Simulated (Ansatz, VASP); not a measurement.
## One calculation of Si, two programs

```xyz
4
Lattice="0.0000 -2.7348 -2.7348 0.0000 2.7348 -2.7348 5.4695 0.0000 0.0000" Properties=species:S:1:pos:R:3 pbc="T T T"
Si    0.0000   -0.0308   -2.7825
Si    2.7348    0.0308    0.0478
Si    1.3674   -1.4211   -4.0131
Si    4.1021   -1.3136   -1.4564
```

Change from the starting cell: mode 4 frozen in at -0.059 Å and mode 9 at -0.060 Å (largest displacements).

Alike in both runs: task single point; functional PBE; k mesh 8 × 8 × 6; occupations gaussian, width 0.05 eV; no spin polarisation.

|  | VASP | Ansatz |
| --- | --- | --- |
| version | VASP 6.6.1 | Ansatz 0.2.0 |
| potentials or method | VASP PAW PBE potentials, release 64 (Si), cutoff 520 eV | scalar-relativistic, plane waves, PAW |
| valence electrons in the cell | 16 | 16 |

Ansatz gave:

| Item | Value |
| --- | --- |
| gap on the k mesh at the Fermi level (eV) | 0.56 |
| least direct gap on the mesh (eV) | 0.66 |
| pressure (GPa) | 0.6 |
| traceless stress, the component that is largest in VASP (GPa) | -0.36 |
| rms of the force components (eV/Å) | 0.716 |

Estimate VASP's values.

gap on the k mesh at the Fermi level (eV): 0.56; least direct gap on the mesh (eV): 0.66; pressure (GPa): 0.5; traceless stress, the component that is largest in VASP (GPa): -0.36; rms of the force components (eV/Å): 0.714.

Atom by atom the forces differ by 0.002 eV/Å (rms over components).
